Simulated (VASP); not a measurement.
# ZnC2 (R-3m) in VASP: a series of runs

ZnC2 is run at these levels: PBE; tasks: single point, relaxation of cell and atoms.

Program: VASP 6.6.1. These are calculated values, not measurements. Logs are shortened: lines on timing, memory, paths and dates and some standing lists are left out, and cuts for length are marked.

## (1) The cell of the first run

The structure is trigonal, space group R-3m (No. 166). Conventional cell: a = 2.496 Å, b = 2.496 Å, c = 20.773 Å, α = 90.00°, β = 90.00°, γ = 120.00°. Within 3.3 Å of Zn (site symmetry -3m) lie 6 Zn at 2.50 Å. Within 1.9 Å of C (site symmetry 3m) lie 3 C at 1.44 Å.

## (2) Single point, PBE

File INCAR:

```
PREC = Accurate
ENCUT = 520
EDIFF = 1E-6
ISMEAR = 0
SIGMA = 0.1
LREAL = False
LASPH = True
NELM = 80
ALGO = Normal
ISIF = 2
LWAVE = False
LCHARG = True
GGA = PE
LELF = True
LVHAR = True
NBANDS = 17
```

File KPOINTS:

```
Automatic mesh
0
Gamma
  6 6 6
```

File POSCAR:

```
ZnC2
1.0
    1.2478510133      0.7204471184      6.9244633963
   -1.2478510133      0.7204471184      6.9244633963
    0.0000000000     -1.4408942369      6.9244633963
Zn C
1 2
Direct
    0.0000000000      0.0000000000      0.0000000000
    0.8333458043      0.8333458043      0.8333458043
    0.1666541957      0.1666541957      0.1666541957
```

Potentials or basis: VASP PAW PBE potentials, release 64 (Zn, C).

Run with:

```bash
$ cat potpaw_PBE.64/Zn/POTCAR potpaw_PBE.64/C/POTCAR > POTCAR
$ mpirun -np 1 vasp_std > vasp.out
```

OUTCAR:

```text
PREC = Accurate
   ENCUT = 520
   EDIFF = 1E-6
   ISMEAR = 0
   LREAL = False
   LASPH = True
   NELM = 80
   ISIF = 2
   GGA = PE

 ion  position               nearest neighbor table
   1  0.000  0.000  0.000-
   2  0.833  0.833  0.833-   3 1.44   3 1.44   3 1.44
   3  0.167  0.167  0.167-   2 1.44   2 1.44   2 1.44

  LATTYP: Found a trigonal (rhomboedric) cell.
 ALAT       =     7.0727907878
 COS(alpha) =     0.9377450564

  Lattice vectors:

 A1 = (   1.2478510133,   0.7204471184,   6.9244633963)
 A2 = (  -1.2478510133,   0.7204471184,   6.9244633963)
 A3 = (   0.0000000000,  -1.4408942369,   6.9244633963)

Analysis of symmetry for initial positions (statically):
=====================================================================
 Subroutine PRICEL returns:
 Original cell was already a primitive cell.

 Routine SETGRP: Setting up the symmetry group for a
 trigonal (rhombohedral) supercell.

 Subroutine GETGRP returns: Found 12 space group operations
 (whereof 12 operations were pure point group operations)
 out of a pool of 12 trial point group operations.

The static configuration has the point symmetry D_3d.

Analysis of symmetry for dynamics (positions and initial velocities):
=====================================================================
 Subroutine PRICEL returns:
 Original cell was already a primitive cell.

 Routine SETGRP: Setting up the symmetry group for a
 trigonal (rhombohedral) supercell.

 Subroutine GETGRP returns: Found 12 space group operations
 (whereof 12 operations were pure point group operations)
 out of a pool of 12 trial point group operations.

The dynamic configuration has the point symmetry D_3d.

 Subroutine INISYM returns: Found 12 space group operations
 (whereof 12 operations are pure point group operations),
 and found     1 'primitive' translations

----------------------------------------------------------------------------------------

                                     Primitive cell

  volume of cell :      37.3510

  direct lattice vectors                    reciprocal lattice vectors
     1.247851013  0.720447118  6.924463396     0.400688860  0.231337821  0.048138508
    -1.247851013  0.720447118  6.924463396    -0.400688860  0.231337821  0.048138508
     0.000000000 -1.440894237  6.924463396     0.000000000 -0.462675642  0.048138508

  length of vectors
     7.072790788  7.072790788  7.072790788     0.465173157  0.465173157  0.465173157

  position of ions in fractional coordinates (direct lattice)
     0.000000000  0.000000000  0.000000000
     0.833345804  0.833345804  0.833345804
     0.166654196  0.166654196  0.166654196

  ion indices of the primitive-cell ions
   primitive index   ion index
                 1           1
                 2           2
                 3           3

----------------------------------------------------------------------------------------

 KPOINTS: Automatic mesh

Automatic generation of k-mesh.
 Grid dimensions read from file:
 generate k-points for:    6    6    6

 Generating k-lattice:

  Cartesian coordinates                     Fractional coordinates (reciprocal lattice)
     0.066781477  0.038556304  0.008023085     0.166666667  0.000000000  0.000000000
    -0.066781477  0.038556304  0.008023085     0.000000000  0.166666667  0.000000000
     0.000000000 -0.077112607  0.008023085     0.000000000  0.000000000  0.166666667

  Length of vectors
     0.077528859  0.077528859  0.077528859

  Shift w.r.t. Gamma in fractional coordinates (k-lattice)
     0.000000000  0.000000000  0.000000000

 Subroutine IBZKPT returns following result:
 ===========================================

 Found     32 irreducible k-points:

 Following reciprocal coordinates:
            Coordinates               Weight
  0.000000  0.000000  0.000000      1.000000
  0.166667 -0.000000  0.000000      6.000000
  0.333333 -0.000000  0.000000      6.000000
  0.500000  0.000000  0.000000      3.000000
  0.166667  0.166667  0.000000      6.000000
  0.333333  0.166667  0.000000     12.000000
[... 16 lines left out ...]
  0.500000  0.500000  0.166667      6.000000
 -0.333333  0.500000  0.166667     12.000000
 [... further k-points ...]
   k-points           NKPTS =     32   k-points in BZ     NKDIM =     32   number of bands    NBANDS=     17
   number of dos      NEDOS =    301   number of ions     NIONS =      3
   total plane-waves  NPLWV = 157464
   dimension x,y,z NGX =    54 NGY =   54 NGZ =   54
   dimension x,y,z NGXF=   108 NGYF=  108 NGZF=  108
   ions per type =               1   2
   NGX,Y,Z   is equivalent  to a cutoff of  12.69, 12.69, 12.69 a.u.
   NGXF,Y,Z  is equivalent  to a cutoff of  25.39, 25.39, 25.39 a.u.
 SYSTEM =  unknown system
   PREC   = accura    normal or accurate (medium, high low for compatibility)
   ISTART =      0    job   : 0-new  1-cont  2-samecut
   ICHARG =      2    charge: 1-file 2-atom 10-const
   ISPIN  =      1    spin polarized calculation?
   LNONCOLLINEAR =      F non collinear calculations
   LSORBIT =      F    spin-orbit coupling
   LASPH  =      T    aspherical Exc in radial PAW
   ENCUT  =  520.0 eV  38.22 Ry    6.18 a.u.  13.15 13.15 13.15*2*pi/ulx,y,z
   NELM   =     80;   NELMIN=  2; NELMDL= -5     # of ELM steps
   EDIFF  = 0.1E-05   stopping-criterion for ELM
   LREAL  =      F    real-space projection
   EDIFFG = 0.1E-04   stopping-criterion for IOM
   NSW    =      0    number of steps for IOM
   IBRION =     -1    ionic relax: 0-MD 1-quasi-New 2-CG
   NFREE  =      0    steps in history (QN), initial steepest desc. (CG)
   ISIF   =      2    stress and relaxation
   ISYM   =      2    0-nonsym 1-usesym 2-fastsym
   POTIM  = 0.5000    time-step for ionic-motion
   TEBEG  =    0.0;   TEEND  =   0.0 temperature during run
   PSTRESS=    0.0 pullay stress
   NELECT =      20.0000    total number of electrons
   NUPDOWN=      -1.0000    fix difference up-down
   EMIN   =  10.00;   EMAX   =-10.00  energy-range for DOS
   EFERMI =   0.00;   METHOD = LEGACY
   ISMEAR =     0;   SIGMA  =   0.10  broadening in eV -4-tet -1-fermi 0-gaus
   EFERMI_NEDOS =   21; number of points for ismear=-14 and -15
   IALGO  =     38    algorithm
   IMIX   =      4    mixing-type and parameters
     AMIX     =   0.40;   BMIX     =  1.00
     AMIX_MAG =   1.60;   BMIX_MAG =  1.00
  volume/ion in A,a.u.               =      12.45        84.02
  Fermi-wavevector in a.u.,A,eV,Ry     =   1.329385  2.512173 24.045091  1.767264
  Thomas-Fermi vector in A             =   2.458551
   LORBIT       =      0    0 simple, 1 ext, 2 COOP (PROOUT), +10 PAW based schemes
   GGA     = PE    functional components
   LHFCALC =     F    Hartree Fock is set to
   AEXX    =    0.0000 exact exchange contribution
   IVDW    =     0    specifies the selected vdW correction
   LEPSILON=     F    determine dielectric tensor
   LRPA    =     F    only Hartree local field effects (RPA)
 non-spin polarized calculation
 Gauss-broadening in eV      SIGMA  =   0.10
  energy-cutoff  :      520.00
  volume of cell :       37.35
 maximum number of plane-waves:      1028
 NGX is ok and might be reduce to    54
   NGX = 27   NGY = 27   NGZ = 27

 number of electron      19.9999992 magnetization

 Free energy of the ion-electron system (eV)
  ---------------------------------------------------
  ext. energy  EPLUGINS =         0.00000000
  ---------------------------------------------------
  free energy    TOTEN  =       -19.19167655 eV

  energy without entropy =      -19.18705392  energy(sigma->0) =      -19.18936524

 E-fermi :   2.7347     XC(G=0): -10.0864

 val. band max:        2.6791868503   @ k =  -0.1667   0.5000   0.1667
 cond. band min:       2.8820648493   @ k =   0.0000   0.0000   0.0000
 fundamental gap:      0.2028779990
 Fermi energy:         2.7346621990

 k-point     1 :       0.0000    0.0000    0.0000
  band No.  band energies     occupation
      1     -16.4246      2.00000
      2      -5.9419      2.00000
      3      -4.8341      2.00000
      4      -4.1946      2.00000
      5      -4.1946      2.00000
      6      -3.7113      2.00000
[... 9 lines left out ...]
     16      14.4985      0.00000
     17      17.2003      0.00000

 k-point     2 :       0.1667   -0.0000    0.0000
  band No.  band energies     occupation
      1     -15.7826      2.00000
      2      -5.2655      2.00000
      3      -4.2951      2.00000
      4      -4.2017      2.00000
      5      -3.9488      2.00000
      6      -3.7906      2.00000
[... 9 lines left out ...]
     16      15.8205      0.00000
     17      17.6751      0.00000

 k-point     3 :       0.3333   -0.0000    0.0000
  band No.  band energies     occupation
      1     -13.8912      2.00000
      2      -6.7012      2.00000
      3      -4.9979      2.00000
      4      -4.3938      2.00000
      5      -3.9609      2.00000
      6      -3.7442      2.00000
[... 9 lines left out ...]
     16      16.4470      0.00000
     17      18.5428      0.00000

 k-point     4 :       0.5000    0.0000    0.0000
  band No.  band energies     occupation
      1     -11.3339      2.00000
      2     -10.1886      2.00000
      3      -5.1445      2.00000
      4      -4.5728      2.00000
      5      -3.7872      2.00000
      6      -3.7741      2.00000
[... 9 lines left out ...]
     16      15.5336      0.00000
     17      16.1252      0.00000

 k-point     5 :       0.1667    0.1667    0.0000
  band No.  band energies     occupation
      1     -15.7825      2.00000
      2      -5.2713      2.00000
      3      -4.2972      2.00000
      4      -4.2219      2.00000
      5      -3.9488      2.00000
      6      -3.8226      2.00000
[... 9 lines left out ...]
     16      15.8256      0.00000
     17      17.3939      0.00000

 k-point     6 :       0.3333    0.1667    0.0000
  band No.  band energies     occupation
      1     -14.5154      2.00000
      2      -4.8883      2.00000
      3      -4.5451      2.00000
      4      -4.4956      2.00000
      5      -4.2538      2.00000
      6      -3.7715      2.00000
[... 9 lines left out ...]
     16      14.8806      0.00000
     17      15.3414      0.00000

 k-point     7 :       0.5000    0.1667    0.0000
  band No.  band energies     occupation
      1     -12.0871      2.00000
      2      -8.4460      2.00000
      3      -5.0817      2.00000
      4      -4.7833      2.00000
      5      -4.4526      2.00000
      6      -3.9182      2.00000
[... 9 lines left out ...]
     16      13.9804      0.00000
     17      14.6920      0.00000

 k-point     8 :      -0.3333    0.1667    0.0000
  band No.  band energies     occupation
      1     -12.0872      2.00000
      2      -8.4460      2.00000
      3      -5.0817      2.00000
      4      -4.7832      2.00000
      5      -4.4541      2.00000
      6      -3.9182      2.00000
[... 9 lines left out ...]
     16      13.9052      0.00000
     17      14.1612      0.00000
[... 203 lines left out ...]
      1     -15.7822      2.00000
      2      -5.3034      2.00000
      3      -4.3402      2.00000
      4      -4.2832      2.00000
      5      -3.9488      2.00000
      6      -3.8963      2.00000
[... 9 lines left out ...]
     16      15.7594      0.00000
     17      15.8659      0.00000

 k-point    20 :       0.5000    0.3333    0.1667
  band No.  band energies     occupation
      1     -14.5151      2.00000
      2      -4.8886      2.00000
      3      -4.5455      2.00000
      4      -4.4957      2.00000
      5      -4.2418      2.00000
      6      -3.7709      2.00000
[... 9 lines left out ...]
     16      14.9532      0.00000
     17      15.2911      0.00000

 k-point    21 :      -0.3333    0.3333    0.1667
  band No.  band energies     occupation
      1     -12.0869      2.00000
      2      -8.4461      2.00000
      3      -5.0820      2.00000
      4      -4.7830      2.00000
      5      -4.4507      2.00000
      6      -3.9184      2.00000
[... 9 lines left out ...]
     16      13.9701      0.00000
     17      15.3025      0.00000

 k-point    22 :      -0.1667    0.3333    0.1667
  band No.  band energies     occupation
      1     -12.0872      2.00000
      2      -8.4460      2.00000
      3      -5.0820      2.00000
      4      -4.7829      2.00000
      5      -4.4538      2.00000
      6      -3.9183      2.00000
[... 9 lines left out ...]
     16      13.8772      0.00000
     17      14.2425      0.00000

 k-point    23 :       0.5000    0.5000    0.1667
  band No.  band energies     occupation
      1     -13.8908      2.00000
      2      -6.7013      2.00000
      3      -4.9996      2.00000
      4      -4.3842      2.00000
      5      -3.9749      2.00000
      6      -3.7440      2.00000
[... 9 lines left out ...]
     16      16.3802      0.00000
     17      17.0711      0.00000

 k-point    24 :      -0.3333    0.5000    0.1667
  band No.  band energies     occupation
      1     -12.0869      2.00000
      2      -8.4462      2.00000
      3      -5.0822      2.00000
      4      -4.7827      2.00000
      5      -4.4504      2.00000
      6      -3.9186      2.00000
[... 9 lines left out ...]
     16      13.9461      0.00000
     17      14.9839      0.00000

 [... further k-points ...]

------------------------ aborting loop because EDIFF is reached ----------------------------------------

  FORCE on cell =-STRESS in cart. coord.  units (eV):
  Direction    XX          YY          ZZ          XY          YZ          ZX
  --------------------------------------------------------------------------------------
  -------------------------------------------------------------------------------------
  Total        0.1234400      0.1234400      0.0567988      0.0000000     -0.0000000      0.0000000
  in kB        5.2949808      5.2949808      2.4363942      0.0000000     -0.0000000      0.0000000
  external PRESSURE =       4.3421186 kB  Pullay stress =       0.0000000 kB

 VOLUME and BASIS-vectors are now :
 -----------------------------------------------------------------------------
  energy-cutoff  :      520.00
  volume of cell :       37.35
      direct lattice vectors                 reciprocal lattice vectors
     1.247851013  0.720447118  6.924463396     0.400688860  0.231337821  0.048138508
    -1.247851013  0.720447118  6.924463396    -0.400688860  0.231337821  0.048138508
     0.000000000 -1.440894237  6.924463396     0.000000000 -0.462675642  0.048138508

 POSITION                                       TOTAL-FORCE (eV/Angst)
 -----------------------------------------------------------------------------------
      0.00000      0.00000      0.00000         0.000000      0.000000     -0.000000
      0.00000     -0.00000     17.31142         0.000000      0.000000     -0.000058
      0.00000     -0.00000      3.46197         0.000000     -0.000000      0.000058
 -----------------------------------------------------------------------------------
    total drift:                                0.000000      0.000000     -0.000000

  FREE ENERGIE OF THE ION-ELECTRON SYSTEM (eV)
  ---------------------------------------------------
  free  energy   TOTEN  =       -19.1916765533 eV

  energy  without entropy=      -19.1870539178  energy(sigma->0) =      -19.18936524
```

It took 77 s on 1 thread of Intel Xeon 6975P-C (Granite Rapids), shared host; peak memory 0.37 GiB.

What came out:

```yaml
Free_energy: -19.1917 eV
Pressure: 0.4 GPa
Band_gap_on_the_k_mesh: zero (bands 10 and 11 overlap by 0.84 eV)
```

Stress tensor (GPa, compression positive):
```
0.53 0.00 0.00
0.00 0.53 0.00
0.00 0.00 0.24
```

Caveat: the k points lie up to 0.49 Å⁻¹ apart, too coarse for converged energies and pressures of a metal.

[end of part 1 of 2]

The gap in the log of VASP goes by the Fermi energy; the results here count the filled bands.